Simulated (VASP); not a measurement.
# WC in VASP: a series of runs

The runs below take WC through single point, with PBEsol.

Program: VASP 6.6.1. These are calculated values, not measurements. Logs are shortened: lines on timing, memory, paths and dates and some standing lists are left out, and cuts for length are marked.

**1. The cell of the first run**

The cell holds a slab with vacuum, 8 atoms: a = 2.898 Å, b = 2.898 Å, c = 24.897 Å, α = 90.00°, β = 90.00°, γ = 120.00°.

**2. Single point, PBEsol**

File INCAR:

```
  ALGO = Normal
  DIPOL = 0.5 0.5 0.500
  EDIFF = 1E-6
  ENCUT = 520
  GGA = PS
  IDIPOL = 3
  ISIF = 2
  ISMEAR = 0
  LASPH = True
  LCHARG = False
  LDIPOL = True
  LREAL = False
  LWAVE = False
  NBANDS = 46
  NELM = 80
  PREC = Accurate
  SIGMA = 0.5
```

File KPOINTS:

```
k-points
0
Gamma
  12 12 1
```

File POSCAR:

```
WC
1.0
    2.8984136678      0.0000000000      0.0000000000
   -1.4492068339      2.5100998670      0.0000000000
    0.0000000000      0.0000000000     24.8966416592
C W
4 4
Direct
    0.6666666667      0.3333333333      0.3012454492
    0.6666666667      0.3333333333      0.4148194782
    0.6666666667      0.3333333333      0.5283935073
    0.6666666667      0.3333333333      0.6419675363
    0.0000000000      0.0000000000      0.3580324637
    0.0000000000      0.0000000000      0.4716064927
    0.0000000000      0.0000000000      0.5851805218
    0.0000000000      0.0000000000      0.6987545508
```

Potentials or basis: VASP PAW PBE potentials, release 64 (C, W_sv).

Launch:

```bash
$ cat potpaw_PBE.64/C/POTCAR potpaw_PBE.64/W_sv/POTCAR > POTCAR
$ mpirun -np 1 vasp_std > vasp.out
```

OUTCAR:

```text
EDIFF = 1E-6
   ENCUT = 520
   GGA = PS
   ISIF = 2
   ISMEAR = 0
   LASPH = True
   LREAL = False
   NELM = 80
   PREC = Accurate

 ion  position               nearest neighbor table
   1  0.667  0.333  0.301-   5 2.19   5 2.19   5 2.19
   2  0.667  0.333  0.415-   6 2.19   5 2.19   6 2.19   5 2.19   6 2.19   5 2.19
   3  0.667  0.333  0.528-   7 2.19   7 2.19   7 2.19   6 2.19   6 2.19   6 2.19
   4  0.667  0.333  0.642-   8 2.19   7 2.19   8 2.19   7 2.19   8 2.19   7 2.19
   5  0.000  0.000  0.358-   1 2.19   2 2.19   1 2.19   2 2.19   1 2.19   2 2.19   6 2.83
   6  0.000  0.000  0.472-   2 2.19   2 2.19   2 2.19   3 2.19   3 2.19   3 2.19   5 2.83   7 2.83

   7  0.000  0.000  0.585-   3 2.19   4 2.19   3 2.19   4 2.19   3 2.19   4 2.19   8 2.83   6 2.83

   8  0.000  0.000  0.699-   4 2.19   4 2.19   4 2.19   7 2.83

  LATTYP: Found a hexagonal cell.
 ALAT       =     2.8984136678
 C/A-ratio  =     8.5897475353

  Lattice vectors:

 A1 = (   2.8984136678,   0.0000000000,   0.0000000000)
 A2 = (  -1.4492068339,   2.5100998670,   0.0000000000)
 A3 = (   0.0000000000,   0.0000000000,  24.8966416592)

Analysis of symmetry for initial positions (statically):
=====================================================================
 Subroutine PRICEL returns:
 Original cell was already a primitive cell.

 Routine SETGRP: Setting up the symmetry group for a
 hexagonal supercell.

 Subroutine GETGRP returns: Found  6 space group operations
 (whereof  6 operations were pure point group operations)
 out of a pool of 24 trial point group operations.

The static configuration has the point symmetry C_3v.

Analysis of symmetry for dynamics (positions and initial velocities):
=====================================================================
 Subroutine PRICEL returns:
 Original cell was already a primitive cell.

 Routine SETGRP: Setting up the symmetry group for a
 hexagonal supercell.

 Subroutine GETGRP returns: Found  6 space group operations
 (whereof  6 operations were pure point group operations)
 out of a pool of 24 trial point group operations.

The dynamic configuration has the point symmetry C_3v.

 Subroutine INISYM returns: Found  6 space group operations
 (whereof  6 operations are pure point group operations),
 and found     1 'primitive' translations

----------------------------------------------------------------------------------------

                                     Primitive cell

  volume of cell :     181.1307

  direct lattice vectors                    reciprocal lattice vectors
     2.898413668  0.000000000  0.000000000     0.345016314  0.199195262  0.000000000
    -1.449206834  2.510099867  0.000000000     0.000000000  0.398390523  0.000000000
     0.000000000  0.000000000 24.896641659     0.000000000  0.000000000  0.040166060

  length of vectors
     2.898413668  2.898413668 24.896641659     0.398390523  0.398390523  0.040166060

  position of ions in fractional coordinates (direct lattice)
     0.666666667  0.333333333  0.301245449
     0.666666667  0.333333333  0.414819478
     0.666666667  0.333333333  0.528393507
     0.666666667  0.333333333  0.641967536
     0.000000000  0.000000000  0.358032464
     0.000000000  0.000000000  0.471606493
     0.000000000  0.000000000  0.585180522
     0.000000000  0.000000000  0.698754551

  ion indices of the primitive-cell ions
   primitive index   ion index
                 1           1
                 2           2
                 3           3
                 4           4
                 5           5
                 6           6
                 7           7
                 8           8

----------------------------------------------------------------------------------------

 KPOINTS: k-points

Automatic generation of k-mesh.
 Grid dimensions read from file:
 generate k-points for:   12   12    1

 Generating k-lattice:

  Cartesian coordinates                     Fractional coordinates (reciprocal lattice)
     0.028751359  0.016599605  0.000000000     0.083333333 -0.000000000  0.000000000
     0.000000000  0.033199210  0.000000000     0.000000000  0.083333333  0.000000000
     0.000000000  0.000000000  0.040166060     0.000000000  0.000000000  1.000000000

  Length of vectors
     0.033199210  0.033199210  0.040166060

  Shift w.r.t. Gamma in fractional coordinates (k-lattice)
     0.000000000  0.000000000  0.000000000

 Subroutine IBZKPT returns following result:
 ===========================================

 Found     19 irreducible k-points:

 Following reciprocal coordinates:
            Coordinates               Weight
  0.000000  0.000000  0.000000      1.000000
  0.083333 -0.000000  0.000000      6.000000
  0.166667 -0.000000  0.000000      6.000000
  0.250000 -0.000000  0.000000      6.000000
  0.333333 -0.000000  0.000000      6.000000
  0.416667  0.000000  0.000000      6.000000
[... 11 lines left out ...]
  0.333333  0.250000  0.000000     12.000000
  0.333333  0.333333  0.000000      2.000000
   k-points           NKPTS =     19   k-points in BZ     NKDIM =     19   number of bands    NBANDS=     46
   number of dos      NEDOS =    301   number of ions     NIONS =      8
   total plane-waves  NPLWV = 110592
   dimension x,y,z NGX =    24 NGY =   24 NGZ =  192
   dimension x,y,z NGXF=    48 NGYF=   48 NGZF=  384
   ions per type =               4   4
   NGX,Y,Z   is equivalent  to a cutoff of  13.77, 13.77, 12.82 a.u.
   NGXF,Y,Z  is equivalent  to a cutoff of  27.53, 27.53, 25.64 a.u.
 SYSTEM =  unknown system
   PREC   = accura    normal or accurate (medium, high low for compatibility)
   ISTART =      0    job   : 0-new  1-cont  2-samecut
   ICHARG =      2    charge: 1-file 2-atom 10-const
   ISPIN  =      1    spin polarized calculation?
   LNONCOLLINEAR =      F non collinear calculations
   LSORBIT =      F    spin-orbit coupling
   LASPH  =      T    aspherical Exc in radial PAW
   ENCUT  =  520.0 eV  38.22 Ry    6.18 a.u.   5.39  5.39 46.29*2*pi/ulx,y,z
   NELM   =     80;   NELMIN=  2; NELMDL= -5     # of ELM steps
   EDIFF  = 0.1E-05   stopping-criterion for ELM
   LREAL  =      F    real-space projection
   EDIFFG = 0.1E-04   stopping-criterion for IOM
   NSW    =      0    number of steps for IOM
   IBRION =     -1    ionic relax: 0-MD 1-quasi-New 2-CG
   NFREE  =      0    steps in history (QN), initial steepest desc. (CG)
   ISIF   =      2    stress and relaxation
   ISYM   =      2    0-nonsym 1-usesym 2-fastsym
   POTIM  = 0.5000    time-step for ionic-motion
   TEBEG  =    0.0;   TEEND  =   0.0 temperature during run
   PSTRESS=    0.0 pullay stress
   NELECT =      72.0000    total number of electrons
   NUPDOWN=      -1.0000    fix difference up-down
   EMIN   =  10.00;   EMAX   =-10.00  energy-range for DOS
   EFERMI =   0.00;   METHOD = LEGACY
   ISMEAR =     0;   SIGMA  =   0.50  broadening in eV -4-tet -1-fermi 0-gaus
   EFERMI_NEDOS =   21; number of points for ismear=-14 and -15
   IALGO  =     38    algorithm
   IMIX   =      4    mixing-type and parameters
     AMIX     =   0.40;   BMIX     =  1.00
     AMIX_MAG =   1.60;   BMIX_MAG =  1.00
  volume/ion in A,a.u.               =      22.64       152.79
  Fermi-wavevector in a.u.,A,eV,Ry     =   1.203709  2.274681 19.713700  1.448916
  Thomas-Fermi vector in A             =   2.339455
   LORBIT       =      0    0 simple, 1 ext, 2 COOP (PROOUT), +10 PAW based schemes
   GGA     = PS    functional components
   LHFCALC =     F    Hartree Fock is set to
   AEXX    =    0.0000 exact exchange contribution
   IVDW    =     0    specifies the selected vdW correction
   LEPSILON=     F    determine dielectric tensor
   LRPA    =     F    only Hartree local field effects (RPA)
 non-spin polarized calculation
 Gauss-broadening in eV      SIGMA  =   0.50
  energy-cutoff  :      520.00
  volume of cell :      181.13
 maximum number of plane-waves:      4965
 NGX is ok and might be reduce to    24
   NGX = 11   NGY = 11   NGZ = 93

 dipolmoment           0.000000      0.000000      0.018232 electrons x Angstroem

 number of electron      71.9999997 magnetization

 dipolmoment           0.000000      0.000000     -0.057218 electrons x Angstroem

 Free energy of the ion-electron system (eV)
  ---------------------------------------------------
  ext. energy  EPLUGINS =         0.00000000
  ---------------------------------------------------
  free energy    TOTEN  =       -90.09940549 eV

  energy without entropy =      -89.71079034  energy(sigma->0) =      -89.90509792

 E-fermi :   2.0168     XC(G=0):  -7.2429

 val. band max:        1.9840291984   @ k =   0.3333   0.2500   0.0000
 cond. band min:       2.0582446572   @ k =   0.5000  -0.0000   0.0000
 fundamental gap:      0.0742154588
 Fermi energy:         2.0168419862

 k-point     1 :       0.0000    0.0000    0.0000
  band No.  band energies     occupation
      1     -72.1385      2.00000
      2     -72.0998      2.00000
      3     -71.9214      2.00000
      4     -71.6830      2.00000
      5     -36.7907      2.00000
      6     -36.4836      2.00000
[... 38 lines left out ...]
     45       5.0136      0.00000
     46       6.7647      0.00000

 k-point     2 :       0.0833   -0.0000    0.0000
  band No.  band energies     occupation
      1     -72.1345      2.00000
      2     -72.0960      2.00000
      3     -71.9173      2.00000
      4     -71.6790      2.00000
      5     -36.7800      2.00000
      6     -36.4744      2.00000
[... 38 lines left out ...]
     45       5.5165      0.00000
     46       6.7475      0.00000

 k-point     3 :       0.1667   -0.0000    0.0000
  band No.  band energies     occupation
      1     -72.1234      2.00000
      2     -72.0856      2.00000
      3     -71.9063      2.00000
      4     -71.6679      2.00000
      5     -36.7510      2.00000
      6     -36.4494      2.00000
[... 773 lines left out ...]
     45       7.0561      0.00000
     46       7.8148      0.00000

 k-point    19 :       0.3333    0.3333    0.0000
  band No.  band energies     occupation
      1     -72.0705      2.00000
      2     -72.0353      2.00000
      3     -71.8533      2.00000
      4     -71.6146      2.00000
      5     -36.6099      2.00000
      6     -36.6091      2.00000
[... 38 lines left out ...]
     45       7.1574      0.00000
     46       8.0962      0.00000

------------------------ aborting loop because EDIFF is reached ----------------------------------------

 vacuum level on the upper side and lower side of the slab       (xc-potential included)        -0.931         0.448

  FORCE on cell =-STRESS in cart. coord.  units (eV):
  Direction    XX          YY          ZZ          XY          YZ          ZX
  --------------------------------------------------------------------------------------
  -------------------------------------------------------------------------------------
  Total       -2.9635737     -2.9635737     -5.7719600      0.0000000      0.0000000      0.0000000
  in kB      -26.2140532    -26.2140532    -51.0554086      0.0000000      0.0000000      0.0000000
  external PRESSURE =     -34.4945050 kB  Pullay stress =       0.0000000 kB

 VOLUME and BASIS-vectors are now :
 -----------------------------------------------------------------------------
  energy-cutoff  :      520.00
  volume of cell :      181.13
      direct lattice vectors                 reciprocal lattice vectors
     2.898413668  0.000000000  0.000000000     0.345016314  0.199195262  0.000000000
    -1.449206834  2.510099867  0.000000000     0.000000000  0.398390523  0.000000000
     0.000000000  0.000000000 24.896641659     0.000000000  0.000000000  0.040166060

 POSITION                                       TOTAL-FORCE (eV/Angst)
 -----------------------------------------------------------------------------------
      1.44921      0.83670      7.50000         0.000000     -0.000000      4.200934
      1.44921      0.83670     10.32761         0.000000     -0.000000      0.825015
      1.44921      0.83670     13.15522        -0.000000     -0.000000      0.192979
      1.44921      0.83670     15.98284        -0.000000      0.000000      0.853083
      0.00000      0.00000      8.91381        -0.000000     -0.000000     -5.048253
      0.00000      0.00000     11.74142         0.000000     -0.000000     -0.280834
      0.00000      0.00000     14.56903         0.000000      0.000000      0.246324
      0.00000      0.00000     17.39664         0.000000     -0.000000     -0.989247
 -----------------------------------------------------------------------------------
    total drift:                               -0.000000      0.000000      0.000368

  FREE ENERGIE OF THE ION-ELECTRON SYSTEM (eV)
  ---------------------------------------------------
  free  energy   TOTEN  =       -90.0994054910 eV

  energy  without entropy=      -89.7107903402  energy(sigma->0) =      -89.90509792

 vacuum level on the upper side and lower side of the slab         6.768         8.186
```

Run time: 11 min. Hardware: 1 thread of Intel Xeon 8259CL, shared host; peak memory 0.39 GiB.

What came out:

```
Free energy            : -90.0994 eV
Largest force          : 5.048 eV/Å
Band gap on the k mesh : zero (bands 36 and 37 overlap by 0.72 eV)
```

Forces on the atoms (eV/Å):
```
C    0.000  0.000  4.201
C    0.000  0.000  0.825
C    0.000  0.000  0.193
C    0.000  0.000  0.853
W    0.000  0.000 -5.048
W    0.000  0.000 -0.281
W    0.000  0.000  0.246
W    0.000  0.000 -0.989
```

Caveat: so wide a smearing shifts energies and pressures; the PAW data sets were made with another functional, which shifts forces and pressure a little; spin-orbit coupling is left out, which moves the levels of the heavy elements.

(Continued in part 2 of 2.)
